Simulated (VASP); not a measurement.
# Mo (C2/m) in VASP: single point with PBEsol

Aim: the single point of Mo with PBEsol.

Everything below comes from runs of VASP 6.6.1. Logs are shortened: lines on timing, memory, paths and dates and some standing lists are left out, and cuts for length are marked.

## 1. The cell of the first run

It takes space group C2/m (No. 12, monoclinic). Conventional cell: a = 4.751 Å, b = 2.742 Å, c = 2.493 Å, α = 90.00°, β = 92.15°, γ = 90.00°. Within 3.3 Å of Mo (site symmetry 2/m) lie 8 Mo at 2.49 to 2.74 Å.

## 2. Single point, PBEsol (strain +0.0375 x Voigt [0, 0, 0, 1, 0, 0])

Input file INCAR:

```
SYSTEM = Mo
ALGO     = Fast           ! electronic algorithm
EDIFF    = 1E-6           ! SCF threshold, eV
ENCUT    = 520            ! plane-wave cutoff, eV
GGA      = PS             ! functional
ISIF     = 2              ! what is computed and relaxed
ISMEAR   = 0              ! smearing method
LASPH    = .True.         ! aspherical terms in the spheres
LCHARG   = .True.         ! write CHGCAR
LELF     = .True.         ! ELF
LREAL    = .False.        ! projectors in reciprocal space
LVHAR    = .True.       
LWAVE    = .False.        ! write WAVECAR
NBANDS   = 13             ! bands
NELM     = 60             ! most SCF steps
PREC     = Accurate       ! precision mode
SIGMA    = 0.15           ! smearing width, eV
```

Input file KPOINTS:

```
k-points
0
Gamma
  24 24 24
  0 0 0
```

Input file POSCAR:

```
Mo
1.0
    2.7423354202      0.0000000000      0.0000000000
   -1.3711677101      2.3749321396      0.0445299776
    0.0000000000      0.0467263327      2.4920710759
Mo
1
Direct
    0.0000000000      0.0000000000      0.5000000000
```

Potentials or basis: VASP PAW PBE potentials, release 64 (Mo_sv).

The run is started by

```bash
$ cat potpaw_PBE.64/Mo_sv/POTCAR > POTCAR
$ mpirun -np 1 vasp_std > vasp.out
```

OUTCAR:

```text
SYSTEM = Mo
   EDIFF = 1E-6
   ENCUT = 520
   GGA = PS
   ISIF = 2
   ISMEAR = 0
   LASPH = .True.
   LREAL = .False.
   NELM = 60
   PREC = Accurate

 ion  position               nearest neighbor table
   1  0.000  0.000  0.500-

  LATTYP: Found a base centered monoclinic cell.
 ALAT       =     4.7506991429
 B/A-ratio  =     0.5772488086
 C/A-ratio  =     0.5246615333
 COS(beta)  =    -0.0374868210

  Lattice vectors:

 A1 = (  -1.3711677101,  -2.3749321396,  -0.0445299776)
 A2 = (   1.3711677101,  -2.3749321396,  -0.0445299776)
 A3 = (   0.0000000000,   0.0467263327,   2.4920710759)

Analysis of symmetry for initial positions (statically):
=====================================================================
 Subroutine PRICEL returns:
 Original cell was already a primitive cell.

 Routine SETGRP: Setting up the symmetry group for a
 base centered monoclinic supercell.

 Subroutine GETGRP returns: Found  4 space group operations
 (whereof  4 operations were pure point group operations)
 out of a pool of  4 trial point group operations.

The static configuration has the point symmetry C_2h.

Analysis of symmetry for dynamics (positions and initial velocities):
=====================================================================
 Subroutine PRICEL returns:
 Original cell was already a primitive cell.

 Routine SETGRP: Setting up the symmetry group for a
 base centered monoclinic supercell.

 Subroutine GETGRP returns: Found  4 space group operations
 (whereof  4 operations were pure point group operations)
 out of a pool of  4 trial point group operations.

The dynamic configuration has the point symmetry C_2h.

 Subroutine INISYM returns: Found  4 space group operations
 (whereof  4 operations are pure point group operations),
 and found     1 'primitive' translations

----------------------------------------------------------------------------------------

                                     Primitive cell

  volume of cell :      16.2248

  direct lattice vectors                    reciprocal lattice vectors
     2.742335420  0.000000000  0.000000000     0.364652694  0.210606373 -0.003948869
    -1.371167710  2.374932140  0.044529978     0.000000000  0.421212745 -0.007897739
     0.000000000  0.046726333  2.492071076     0.000000000 -0.007526508  0.401413786

  length of vectors
     2.742335420  2.742696935  2.492509097     0.421120203  0.421286780  0.401484341

  position of ions in fractional coordinates (direct lattice)
     0.000000000  0.000000000  0.500000000

  ion indices of the primitive-cell ions
   primitive index   ion index
                 1           1

----------------------------------------------------------------------------------------

 KPOINTS: k-points

Automatic generation of k-mesh.
 Grid dimensions read from file:
 generate k-points for:   24   24   24

 Generating k-lattice:

  Cartesian coordinates                     Fractional coordinates (reciprocal lattice)
     0.015193862  0.008775266 -0.000164536     0.041666667  0.000000000  0.000000000
     0.000000000  0.017550531 -0.000329072     0.000000000  0.041666667  0.000000000
     0.000000000 -0.000313605  0.016725574     0.000000000 -0.000000000  0.041666667

  Length of vectors
     0.017546675  0.017553616  0.016728514

  Shift w.r.t. Gamma in fractional coordinates (k-lattice)
     0.000000000  0.000000000  0.000000000

 Subroutine IBZKPT returns following result:
 ===========================================

 Found   3614 irreducible k-points:

 Following reciprocal coordinates:
            Coordinates               Weight
  0.000000  0.000000  0.000000      1.000000
  0.041667 -0.000000 -0.000000      4.000000
  0.083333  0.000000  0.000000      4.000000
  0.125000 -0.000000  0.000000      4.000000
  0.166667 -0.000000  0.000000      4.000000
  0.208333 -0.000000  0.000000      4.000000
[... 16 lines left out ...]
  0.375000  0.041667  0.000000      4.000000
  0.416667  0.041667  0.000000      4.000000
 [... further k-points ...]
   k-points           NKPTS =   3614   k-points in BZ     NKDIM =   3614   number of bands    NBANDS=     13
   number of dos      NEDOS =    301   number of ions     NIONS =      1
   total plane-waves  NPLWV =   8000
   dimension x,y,z NGX =    20 NGY =   20 NGZ =   20
   dimension x,y,z NGXF=    40 NGYF=   40 NGZF=   40
   ions per type =               1
   NGX,Y,Z   is equivalent  to a cutoff of  12.12, 12.12, 13.34 a.u.
   NGXF,Y,Z  is equivalent  to a cutoff of  24.25, 24.25, 26.68 a.u.
 SYSTEM =  Mo
   PREC   = accura    normal or accurate (medium, high low for compatibility)
   ISTART =      0    job   : 0-new  1-cont  2-samecut
   ICHARG =      2    charge: 1-file 2-atom 10-const
   ISPIN  =      1    spin polarized calculation?
   LNONCOLLINEAR =      F non collinear calculations
   LSORBIT =      F    spin-orbit coupling
   LASPH  =      T    aspherical Exc in radial PAW
   ENCUT  =  520.0 eV  38.22 Ry    6.18 a.u.   5.10  5.10  4.63*2*pi/ulx,y,z
   NELM   =     60;   NELMIN=  2; NELMDL= -5     # of ELM steps
   EDIFF  = 0.1E-05   stopping-criterion for ELM
   LREAL  =      F    real-space projection
   EDIFFG = 0.1E-04   stopping-criterion for IOM
   NSW    =      0    number of steps for IOM
   IBRION =     -1    ionic relax: 0-MD 1-quasi-New 2-CG
   NFREE  =      0    steps in history (QN), initial steepest desc. (CG)
   ISIF   =      2    stress and relaxation
   ISYM   =      2    0-nonsym 1-usesym 2-fastsym
   POTIM  = 0.5000    time-step for ionic-motion
   TEBEG  =    0.0;   TEEND  =   0.0 temperature during run
   PSTRESS=    0.0 pullay stress
   NELECT =      14.0000    total number of electrons
   NUPDOWN=      -1.0000    fix difference up-down
   EMIN   =  10.00;   EMAX   =-10.00  energy-range for DOS
   EFERMI =   0.00;   METHOD = LEGACY
   ISMEAR =     0;   SIGMA  =   0.15  broadening in eV -4-tet -1-fermi 0-gaus
   EFERMI_NEDOS =   21; number of points for ismear=-14 and -15
   IALGO  =     68    algorithm
   IMIX   =      4    mixing-type and parameters
     AMIX     =   0.40;   BMIX     =  1.00
     AMIX_MAG =   1.60;   BMIX_MAG =  1.00
  volume/ion in A,a.u.               =      16.22       109.49
  Fermi-wavevector in a.u.,A,eV,Ry     =   1.558563  2.945257 33.050163  2.429118
  Thomas-Fermi vector in A             =   2.662049
   LORBIT       =      0    0 simple, 1 ext, 2 COOP (PROOUT), +10 PAW based schemes
   GGA     = PS    functional components
   LHFCALC =     F    Hartree Fock is set to
   AEXX    =    0.0000 exact exchange contribution
   IVDW    =     0    specifies the selected vdW correction
   LEPSILON=     F    determine dielectric tensor
   LRPA    =     F    only Hartree local field effects (RPA)
 non-spin polarized calculation
 RMM-DIIS sequential band-by-band and
 Gauss-broadening in eV      SIGMA  =   0.15
  energy-cutoff  :      520.00
  volume of cell :       16.22
 maximum number of plane-waves:       450
   NGX = 11   NGY = 11   NGZ =  9

 number of electron      14.0000004 magnetization

 Free energy of the ion-electron system (eV)
  ---------------------------------------------------
  ext. energy  EPLUGINS =         0.00000000
  ---------------------------------------------------
  free energy    TOTEN  =       -10.88490073 eV

  energy without entropy =      -10.87483747  energy(sigma->0) =      -10.87986910

 E-fermi :  11.7006     XC(G=0): -13.2307

 val. band max:       11.7000951507   @ k =   0.2083  -0.2917   0.4167
 cond. band min:      11.7013662750   @ k =   0.0417  -0.1667   0.1250
 fundamental gap:      0.0012711243
 Fermi energy:        11.7005625495

 k-point     1 :       0.0000    0.0000    0.0000
  band No.  band energies     occupation
      1     -49.2276      2.00000
      2     -22.5350      2.00000
      3     -22.5294      2.00000
      4     -22.2806      2.00000
      5       4.8516      2.00000
      6       7.2570      2.00000
      7      10.7568      2.00000
      8      10.7606      2.00000
      9      16.0514      0.00000
     10      16.0773      0.00000
     11      24.5499      0.00000
     12      28.3102      0.00000
     13      32.1434      0.00000

 k-point     2 :       0.0417   -0.0000   -0.0000
  band No.  band energies     occupation
      1     -49.2239      2.00000
      2     -22.5560      2.00000
      3     -22.5388      2.00000
      4     -22.2783      2.00000
      5       4.9210      2.00000
      6       7.2842      2.00000
      7      10.6871      2.00000
      8      10.8223      2.00000
      9      15.9983      0.00000
     10      16.0487      0.00000
     11      24.7106      0.00000
     12      28.4408      0.00000
     13      31.7657      0.00000

 k-point     3 :       0.0833    0.0000    0.0000
  band No.  band energies     occupation
      1     -49.2130      2.00000
      2     -22.6283      2.00000
      3     -22.5551      2.00000
      4     -22.2714      2.00000
      5       5.1231      2.00000
      6       7.3650      2.00000
      7      10.4929      2.00000
      8      11.0090      2.00000
      9      15.8017      0.00000
     10      16.0127      0.00000
     11      25.1681      0.00000
     12      28.8147      0.00000
     13      30.8988      0.00000
[... 305 lines left out ...]
 k-point    23 :       0.3750    0.0417    0.0000
  band No.  band energies     occupation
      1     -49.0282      2.00000
      2     -23.7591      2.00000
      3     -22.8314      2.00000
      4     -22.1508      2.00000
      5       6.9384      2.00000
      6       8.1762      2.00000
      7      11.6841      1.12320
      8      13.3668      0.00000
      9      15.3411      0.00000
     10      15.4599      0.00000
     11      22.7220      0.00000
     12      25.7751      0.00000
     13      29.6788      0.00000

 k-point    24 :       0.4167    0.0417    0.0000
  band No.  band energies     occupation
      1     -49.0135      2.00000
      2     -23.8419      2.00000
      3     -22.8523      2.00000
      4     -22.1412      2.00000
      5       6.8454      2.00000
      6       8.2927      2.00000
      7      12.2194      0.00000
      8      13.2192      0.00000
      9      15.4019      0.00000
     10      15.8849      0.00000
     11      22.1562      0.00000
     12      25.2054      0.00000
     13      29.2375      0.00000

 [... further k-points ...]
[... 5 lines left out ...]
  --------------------------------------------------------------------------------------
  -------------------------------------------------------------------------------------
  Total        0.0774642      0.0819277      0.0417242      0.0000000      0.3450206      0.0000000
  in kB        7.6494831      8.0902528      4.1202065      0.0000000     34.0703156      0.0000000
  external PRESSURE =       6.6199808 kB  Pullay stress =       0.0000000 kB

 VOLUME and BASIS-vectors are now :
 -----------------------------------------------------------------------------
  energy-cutoff  :      520.00
  volume of cell :       16.22
      direct lattice vectors                 reciprocal lattice vectors
     2.742335420  0.000000000  0.000000000     0.364652694  0.210606373 -0.003948869
    -1.371167710  2.374932140  0.044529978     0.000000000  0.421212745 -0.007897739
     0.000000000  0.046726333  2.492071076     0.000000000 -0.007526508  0.401413786

 POSITION                                       TOTAL-FORCE (eV/Angst)
 -----------------------------------------------------------------------------------
      0.00000      0.02336      1.24604         0.000000     -0.000000      0.000000
 -----------------------------------------------------------------------------------
    total drift:                               -0.000000      0.000000      0.000000

  FREE ENERGIE OF THE ION-ELECTRON SYSTEM (eV)
  ---------------------------------------------------
  free  energy   TOTEN  =       -10.8849007327 eV

  energy  without entropy=      -10.8748374657  energy(sigma->0) =      -10.87986910
```

Wall time 9.3 min (1 thread of Oxide Virtual Turin-like, shared host); peak memory 0.7 GiB.

Results:

```
Free energy            : -10.8849 eV
Pressure               : 0.7 GPa
Band gap on the k mesh : zero (bands 7 and 8 overlap by 1.94 eV)
```

Stress tensor (GPa, compression positive):
```
0.76 0.00 0.00
0.00 0.81 3.41
0.00 3.41 0.41
```

Caveat: the cell differs from its parent crystal (strain +0.0375 x Voigt [0, 0, 0, 1, 0, 0]); the PAW data sets were made with another functional, which shifts forces and pressure a little.
